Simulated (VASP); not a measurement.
# CdSe (F-43m) in VASP: settings compared

The runs below take CdSe through relaxation of cell and atoms, single point, with r2SCAN, PBE.

Everything below comes from runs of VASP 6.6.1. Logs are shortened: lines on timing, memory, paths and dates and some standing lists are left out, and cuts for length are marked.

## Step 1: The cell of the first run

The structure is cubic, space group F-43m (No. 216). The conventional cell has a = 6.036 Å, b = 6.036 Å, c = 6.036 Å, α = 90.00°, β = 90.00°, γ = 90.00°. Within 3.4 Å of Cd (site symmetry -43m) lie 4 Se at 2.61 Å. Se (site symmetry -43m) has 4 Cd at 2.61 Å within 3.4 Å.

## Step 2: Relaxation of cell and atoms, r2SCAN, non-collinear spin, zero start, spin-orbit coupling (27.50 Å³/atom)

POSCAR

```
CdSe
1.0
    0.0000000000      3.0182226487      3.0182226487
    3.0182226487      0.0000000000      3.0182226487
    3.0182226487      3.0182226487      0.0000000000
Cd Se
1 1
Direct
    0.0000000000      0.0000000000      0.0000000000
    0.2500000000      0.2500000000      0.2500000000
```

INCAR.step1

```
ALGO = Normal
EDIFF = 1E-6
EDIFFG = -0.005
EFERMI = MIDGAP
ENCUT = 410
GGA_COMPAT = False
IBRION = 2
ISIF = 3
ISMEAR = 0
KPAR = 8
LASPH = True
LCHARG = False
LMIXTAU = True
LORBIT = 11
LREAL = False
LSORBIT = True
LWAVE = False
MAGMOM = 0 0 0 0 0 0
METAGGA = R2SCAN
NELM = 200
NELMIN = 4
NSW = 80
POTIM = 0.5
PREC = Accurate
SIGMA = 0.03
```

INCAR.step3

```
ALGO = Normal
EDIFF = 1E-6
EFERMI = MIDGAP
ENCUT = 410
GGA_COMPAT = False
ISIF = 2
ISMEAR = 0
KPAR = 8
LASPH = True
LCHARG = False
LMIXTAU = True
LORBIT = 11
LREAL = False
LSORBIT = True
LWAVE = False
MAGMOM = 0 0 0 0 0 0
METAGGA = R2SCAN
NELM = 200
PREC = Accurate
SIGMA = 0.03
```

KPOINTS

```
Automatic mesh
0
Gamma
  5 5 5
  0 0 0
```

Potentials or basis: VASP PAW PBE potentials, release 64 (Cd, Se).

Started as:

```console
$ cat potpaw_PBE.64/Cd/POTCAR potpaw_PBE.64/Se/POTCAR > POTCAR
$ cp INCAR.step1 INCAR
$ cp POSCAR.step1 POSCAR
$ mpirun -np 8 vasp_ncl > vasp.out
$ cp CONTCAR POSCAR
$ mpirun -np 8 vasp_ncl > vasp.out
$ cp CONTCAR POSCAR
$ cp INCAR.step3 INCAR
$ mpirun -np 8 vasp_ncl > vasp.out
```

OUTCAR:

```text
EDIFF = 1E-6
   EFERMI = MIDGAP
   ENCUT = 410
   ISIF = 2
   ISMEAR = 0
   LASPH = True
   LORBIT = 11
   LREAL = False
   LSORBIT = True
   METAGGA = R2SCAN
   NELM = 200
   PREC = Accurate

 Found     14 irreducible k-points:

 Following reciprocal coordinates:
            Coordinates               Weight
  0.000000  0.000000  0.000000      1.000000
  0.200000  0.000000  0.000000      4.000000
 -0.200000  0.000000  0.000000      4.000000
  0.400000  0.000000  0.000000      4.000000
 -0.400000  0.000000  0.000000      4.000000
  0.200000  0.200000  0.000000      6.000000
   k-points           NKPTS =     14   k-points in BZ     NKDIM =     14   number of bands    NBANDS=     26
   number of dos      NEDOS =    301   number of ions     NIONS =      2
   total plane-waves  NPLWV =  27000
   dimension x,y,z NGX =    30 NGY =   30 NGZ =   30
   dimension x,y,z NGXF=    60 NGYF=   60 NGZF=   60
   ions per type =               1   1
   NGX,Y,Z   is equivalent  to a cutoff of  11.50, 11.50, 11.50 a.u.
   NGXF,Y,Z  is equivalent  to a cutoff of  23.01, 23.01, 23.01 a.u.
 SYSTEM =  unknown system
   PREC   = accura    normal or accurate (medium, high low for compatibility)
   ISTART =      0    job   : 0-new  1-cont  2-samecut
   ICHARG =      2    charge: 1-file 2-atom 10-const
   ISPIN  =      1    spin polarized calculation?
   LNONCOLLINEAR =      T non collinear calculations
   LSORBIT =      T    spin-orbit coupling
   LASPH  =      T    aspherical Exc in radial PAW
   ENCUT  =  410.0 eV  30.13 Ry    5.49 a.u.   7.16  7.16  7.16*2*pi/ulx,y,z
   NELM   =    200;   NELMIN=  2; NELMDL=  0     # of ELM steps
   EDIFF  = 0.1E-05   stopping-criterion for ELM
   LREAL  =      F    real-space projection
   EDIFFG = 0.1E-04   stopping-criterion for IOM
   NSW    =      0    number of steps for IOM
   IBRION =     -1    ionic relax: 0-MD 1-quasi-New 2-CG
   NFREE  =      0    steps in history (QN), initial steepest desc. (CG)
   ISIF   =      2    stress and relaxation
   ISYM   =      2    0-nonsym 1-usesym 2-fastsym
   POTIM  = 0.5000    time-step for ionic-motion
   TEBEG  =    0.0;   TEEND  =   0.0 temperature during run

   SCALEE = 1.0000    scale energy and forces
   PSTRESS=    0.0 pullay stress
   NELECT =      18.0000    total number of electrons
   NUPDOWN=      -1.0000    fix difference up-down
   EMIN   =  10.00;   EMAX   =-10.00  energy-range for DOS
   EFERMI =   0.00;   METHOD = MIDGAP
   ISMEAR =     0;   SIGMA  =   0.03  broadening in eV -4-tet -1-fermi 0-gaus
   EFERMI_NEDOS =   21; number of points for ismear=-14 and -15
   IALGO  =     38    algorithm
   IMIX   =      4    mixing-type and parameters
     AMIX     =   0.40;   BMIX     =  1.00
     AMIX_MAG =   1.60;   BMIX_MAG =  1.00
  volume/ion in A,a.u.               =      28.81       194.44
  Fermi-wavevector in a.u.,A,eV,Ry     =   1.110783  2.099076 16.787408  1.233840
  Thomas-Fermi vector in A             =   2.247339
   LORBIT       =     11    0 simple, 1 ext, 2 COOP (PROOUT), +10 PAW based schemes
[... 229 lines left out ...]
  volume of cell :       57.62
      direct lattice vectors                 reciprocal lattice vectors
     0.000000000  3.065676307  3.065676307    -0.163096149  0.163096149  0.163096149
     3.065676307  0.000000000  3.065676307     0.163096149 -0.163096149  0.163096149
     3.065676307  3.065676307  0.000000000     0.163096149  0.163096149 -0.163096149

 POSITION                                       TOTAL-FORCE (eV/Angst)
 -----------------------------------------------------------------------------------
      0.00000      0.00000      0.00000        -0.000000     -0.000000     -0.000000
      1.53284      1.53284      1.53284         0.000000      0.000000      0.000000
 -----------------------------------------------------------------------------------
    total drift:                                0.000000      0.000000      0.000000

  FREE ENERGIE OF THE ION-ELECTRON SYSTEM (eV)
  ---------------------------------------------------
  free  energy   TOTEN  =       -35.9488617604 eV

  energy  without entropy=      -35.9488617604  energy(sigma->0) =      -35.94886176

 Spin-Orbit-Coupling matrix elements

 Ion:    1  E_soc:     -0.0549818
 l=   1
     0.0000000    -0.0023960    -0.0023960
    -0.0023960     0.0000000    -0.0023960
    -0.0023960    -0.0023960     0.0000000
 l=   2
     0.0000000    -0.0013814     0.0000000    -0.0013814    -0.0053862
    -0.0013814     0.0000000    -0.0040397    -0.0013814    -0.0013466
     0.0000000    -0.0040397     0.0000000    -0.0040397     0.0000000
    -0.0013814    -0.0013814    -0.0040397     0.0000000    -0.0013466
    -0.0053862    -0.0013466     0.0000000    -0.0013466     0.0000000
 l=   3
     0.0000000     0.0000000     0.0000000     0.0000000     0.0000000     0.0000000     0.0000000
     0.0000000     0.0000000     0.0000000     0.0000000     0.0000000     0.0000000     0.0000000
     0.0000000     0.0000000     0.0000000     0.0000000     0.0000000     0.0000000     0.0000000
     0.0000000     0.0000000     0.0000000     0.0000000     0.0000000     0.0000000     0.0000000
     0.0000000     0.0000000     0.0000000     0.0000000     0.0000000     0.0000000     0.0000000
     0.0000000     0.0000000     0.0000000     0.0000000     0.0000000     0.0000000     0.0000000
     0.0000000     0.0000000     0.0000000     0.0000000     0.0000000     0.0000000     0.0000000

 Ion:    2  E_soc:     -0.0370989
 l=   1
     0.0000000    -0.0061763    -0.0061763
    -0.0061763     0.0000000    -0.0061763
    -0.0061763    -0.0061763     0.0000000
 l=   2
     0.0000000    -0.0000033     0.0000000    -0.0000033    -0.0000036
    -0.0000033     0.0000000    -0.0000027    -0.0000033    -0.0000009
     0.0000000    -0.0000027     0.0000000    -0.0000027     0.0000000
    -0.0000033    -0.0000033    -0.0000027     0.0000000    -0.0000009
    -0.0000036    -0.0000009     0.0000000    -0.0000009     0.0000000
 l=   3
     0.0000000     0.0000000     0.0000000     0.0000000     0.0000000     0.0000000     0.0000000
     0.0000000     0.0000000     0.0000000     0.0000000     0.0000000     0.0000000     0.0000000
     0.0000000     0.0000000     0.0000000     0.0000000     0.0000000     0.0000000     0.0000000
     0.0000000     0.0000000     0.0000000     0.0000000     0.0000000     0.0000000     0.0000000
     0.0000000     0.0000000     0.0000000     0.0000000     0.0000000     0.0000000     0.0000000
     0.0000000     0.0000000     0.0000000     0.0000000     0.0000000     0.0000000     0.0000000
     0.0000000     0.0000000     0.0000000     0.0000000     0.0000000     0.0000000     0.0000000

 total charge

# of ion       s       p       d       tot
------------------------------------------
    1        0.417   0.295   9.570  10.283
    2        1.437   2.444   0.020   3.902
--------------------------------------------------
tot          1.854   2.740   9.591  14.184

 magnetization (x)

# of ion       s       p       d       tot
------------------------------------------
    1       -0.000  -0.000  -0.000  -0.000
    2       -0.000   0.000   0.000   0.000
--------------------------------------------------
tot         -0.000   0.000  -0.000  -0.000

 magnetization (y)

# of ion       s       p       d       tot
------------------------------------------
    1        0.000   0.000  -0.000   0.000
    2       -0.000   0.000   0.000   0.000
--------------------------------------------------
tot          0.000   0.000  -0.000   0.000

 magnetization (z)

# of ion       s       p       d       tot
------------------------------------------
    1        0.000  -0.000  -0.000  -0.000
    2       -0.000   0.000   0.000  -0.000
--------------------------------------------------
tot          0.000   0.000  -0.000  -0.000
```

OUTCAR.step2:

```text
EDIFF = 1E-6
   EDIFFG = -0.005
   EFERMI = MIDGAP
   ENCUT = 410
   IBRION = 2
   ISIF = 3
   ISMEAR = 0
   LASPH = True
[... 424 lines left out ...]
tot          0.000   0.000  -0.000   0.000

 magnetization (y)

# of ion       s       p       d       tot
------------------------------------------
    1        0.000   0.000  -0.000  -0.000
    2       -0.000  -0.000   0.000  -0.000
--------------------------------------------------
tot         -0.000  -0.000  -0.000  -0.000

 magnetization (z)

# of ion       s       p       d       tot
------------------------------------------
    1        0.000   0.000  -0.000   0.000
    2       -0.000   0.000  -0.000   0.000
--------------------------------------------------
tot          0.000   0.000  -0.000   0.000
```

Run time: 6.5 min. Hardware: 8 MPI ranks of Intel Xeon Platinum 8375C at 2.90GHz (Ice Lake), shared host; peak memory 0.34 GiB.

What came out:

```
Free energy                                           : -35.9489 eV
Relaxed volume                                        : 28.81 Å³/atom
Relaxed cell                                          : a = 4.336 Å, b = 4.336 Å, c = 4.336 Å, α = 60.00°, β = 60.00°, γ = 60.00°
Space group after relaxing (to 0.1 Å)                 : F-43m (No. 216)
Energy gained by relaxing                             : 13.4 meV/atom
Ionic steps                                           : 5
Pressure after relaxing                               : 0.0 GPa
Net moment                                            : 0.00 μB per cell
Valence electrons inside the program's atomic spheres : Cd 10.28; Se 3.90
```

Step by step:
| step | energy change (eV) | largest force (eV/Å) | pressure (GPa) | volume (Å³) |
| --- | --- | --- | --- | --- |
| 1 | 0.0000 | 0.0000 | 2.73 | 54.99 |
| 2 | -0.0161 | 0.0000 | -1.15 | 58.80 |
| 3 | -0.0207 | 0.0000 | 0.01 | 57.53 |
| 4 | -0.0267 | 0.0000 | 0.06 | 57.53 |
| 5 | -0.0267 | 0.0000 | -0.03 | 57.62 |

Final structure:
```
Cd Se
1.0
     0.00000    3.06568    3.06568
     3.06568    0.00000    3.06568
     3.06568    3.06568    0.00000
Cd Se
1 1
Direct
  0.00000 0.00000 0.00000
  0.25000 0.25000 0.25000
```

Moments on the atoms (μB; x, y, z):
```
Cd  0.00 0.00 0.00
Se  0.00 0.00 0.00
```

Caveat: the k points lie up to 0.35 Å⁻¹ apart in the final cell; the PAW data sets were made with another functional, which shifts forces and pressure a little.

## Step 3: Relaxation of cell and atoms, r2SCAN, non-collinear spin, zero start, spin-orbit coupling (27.50 Å³/atom)

POSCAR is that of step 2.

Changes to INCAR.step1 since step 2:

```diff
@@ -1,6 +1,6 @@
 ALGO = Normal
-EDIFF = 1E-6
-EDIFFG = -0.005
+EDIFF = 1E-7
+EDIFFG = -0.002
 EFERMI = MIDGAP
-ENCUT = 410
+ENCUT = 720
 GGA_COMPAT = False
```

INCAR.step4

```
ALGO = Normal
EDIFF = 1E-7
EFERMI = MIDGAP
ENCUT = 720
GGA_COMPAT = False
ISIF = 2
ISMEAR = 0
KPAR = 8
LASPH = True
LCHARG = False
LMIXTAU = True
LORBIT = 11
LREAL = False
LSORBIT = True
LWAVE = False
MAGMOM = 0 0 0 0 0 0
METAGGA = R2SCAN
NELM = 200
PREC = Accurate
SIGMA = 0.03
```

KPOINTS

```
Automatic mesh
0
Gamma
  8 8 8
  0 0 0
```

Potentials or basis: VASP PAW PBE potentials, release 64 (Cd, Se).

Started as:

```console
$ cat potpaw_PBE.64/Cd/POTCAR potpaw_PBE.64/Se/POTCAR > POTCAR
$ cp INCAR.step1 INCAR
$ cp POSCAR.step1 POSCAR
$ mpirun -np 8 vasp_ncl > vasp.out
$ cp CONTCAR POSCAR
$ mpirun -np 8 vasp_ncl > vasp.out
$ cp CONTCAR POSCAR
$ mpirun -np 8 vasp_ncl > vasp.out
$ cp CONTCAR POSCAR
$ cp INCAR.step4 INCAR
$ mpirun -np 8 vasp_ncl > vasp.out
```

OUTCAR:

```text
EDIFF = 1E-7
   EFERMI = MIDGAP
   ENCUT = 720
   ISIF = 2
   ISMEAR = 0
   LASPH = True
   LORBIT = 11
   LREAL = False
   LSORBIT = True
   METAGGA = R2SCAN
   NELM = 200
   PREC = Accurate

 ion  position               nearest neighbor table
   1  0.000  0.000  0.000-   2 2.66   2 2.66   2 2.66   2 2.66
   2  0.250  0.250  0.250-   1 2.66   1 2.66   1 2.66   1 2.66

  LATTYP: Found a face centered cubic cell.
 ALAT       =     6.1420573200

  Lattice vectors:

 A1 = (   0.0000000000,   3.0710286600,   3.0710286600)
 A2 = (   3.0710286600,   0.0000000000,   3.0710286600)
 A3 = (   3.0710286600,   3.0710286600,   0.0000000000)
[... 968 lines left out ...]
    -0.0000035    -0.0000009     0.0000000    -0.0000009     0.0000000
 l=   3
     0.0000000     0.0000000     0.0000000     0.0000000     0.0000000     0.0000000     0.0000000
     0.0000000     0.0000000     0.0000000     0.0000000     0.0000000     0.0000000     0.0000000
     0.0000000     0.0000000     0.0000000     0.0000000     0.0000000     0.0000000     0.0000000
     0.0000000     0.0000000     0.0000000     0.0000000     0.0000000     0.0000000     0.0000000
     0.0000000     0.0000000     0.0000000     0.0000000     0.0000000     0.0000000     0.0000000
     0.0000000     0.0000000     0.0000000     0.0000000     0.0000000     0.0000000     0.0000000
     0.0000000     0.0000000     0.0000000     0.0000000     0.0000000     0.0000000     0.0000000

 total charge

# of ion       s       p       d       tot
------------------------------------------
    1        0.417   0.292   9.574  10.283
    2        1.439   2.438   0.020   3.897
--------------------------------------------------
tot          1.856   2.730   9.594  14.181

 magnetization (x)

# of ion       s       p       d       tot
------------------------------------------
    1        0.000   0.000  -0.000   0.000
    2       -0.000   0.000  -0.000  -0.000
--------------------------------------------------
tot          0.000   0.000  -0.000   0.000

 magnetization (y)

# of ion       s       p       d       tot
------------------------------------------
    1        0.000   0.000  -0.000   0.000
    2        0.000   0.000   0.000   0.000
--------------------------------------------------
tot          0.000   0.000  -0.000   0.000

 magnetization (z)

# of ion       s       p       d       tot
------------------------------------------
    1       -0.000   0.000  -0.000  -0.000
    2       -0.000   0.000  -0.000  -0.000
--------------------------------------------------
tot         -0.000   0.000  -0.000  -0.000
```

OUTCAR.step1:

```text
EDIFF = 1E-7
   EDIFFG = -0.002
   EFERMI = MIDGAP
   ENCUT = 720
   IBRION = 2
   ISIF = 3
   ISMEAR = 0
   LASPH = True
[... 1115 lines left out ...]
tot         -0.000   0.000  -0.000   0.000

 magnetization (y)

# of ion       s       p       d       tot
------------------------------------------
    1        0.000   0.000  -0.000   0.000
    2        0.000   0.000   0.000   0.000
--------------------------------------------------
tot          0.000   0.000  -0.000   0.000

 magnetization (z)

# of ion       s       p       d       tot
------------------------------------------
    1       -0.000   0.000  -0.000  -0.000
    2       -0.000   0.000  -0.000   0.000
--------------------------------------------------
tot         -0.000   0.000  -0.000  -0.000
```

It took 30 min on 8 MPI ranks of Intel Xeon Platinum 8375C at 2.90GHz (Ice Lake), shared host; peak memory 0.73 GiB.

What came out:

| Item | Value |
| --- | --- |
| Free energy | -35.9639 eV |
| Relaxed volume | 28.96 Å³/atom |
| Relaxed cell | a = 4.343 Å, b = 4.343 Å, c = 4.343 Å, α = 60.00°, β = 60.00°, γ = 60.00° |
| Space group after relaxing (to 0.1 Å) | F-43m (No. 216) |
| Energy gained by relaxing | 13.3 meV/atom |
| Ionic steps | 6 |
| Pressure after relaxing | 0.0 GPa |
| Net moment | 0.00 μB per cell |
| Valence electrons inside the program's atomic spheres | Cd 10.28; Se 3.90 |

Step by step:
```csv
step,energy change (eV),largest force (eV/Å),pressure (GPa),volume (Å³)
1,0.0000,0.0000,3.02,54.99
2,-0.0215,0.0000,-1.10,59.22
3,-0.0262,0.0000,0.01,57.90
4,-0.0266,0.0000,0.02,57.90
5,-0.0266,0.0000,-0.01,57.93
6,-0.0266,0.0000,-0.01,57.93
```

Final structure:
```cif
data_structure
_symmetry_space_group_name_H-M 'P 1'
_symmetry_Int_Tables_number 1
_cell_length_a 4.3431
_cell_length_b 4.3431
_cell_length_c 4.3431
_cell_angle_alpha 60.000
_cell_angle_beta 60.000
_cell_angle_gamma 60.000
_cell_volume 57.93
loop_
_atom_site_label
_atom_site_type_symbol
_atom_site_fract_x
_atom_site_fract_y
_atom_site_fract_z
_atom_site_occupancy
Cd1 Cd 0.00000 0.00000 0.00000 1
Se1 Se 0.25000 0.25000 0.25000 1
```

Moments on the atoms (μB; x, y, z):
```
Cd  0.00 0.00 0.00
Se  0.00 0.00 0.00
```

Caveat: the PAW data sets were made with another functional, which shifts forces and pressure a little.

[end of part 1 of 2]
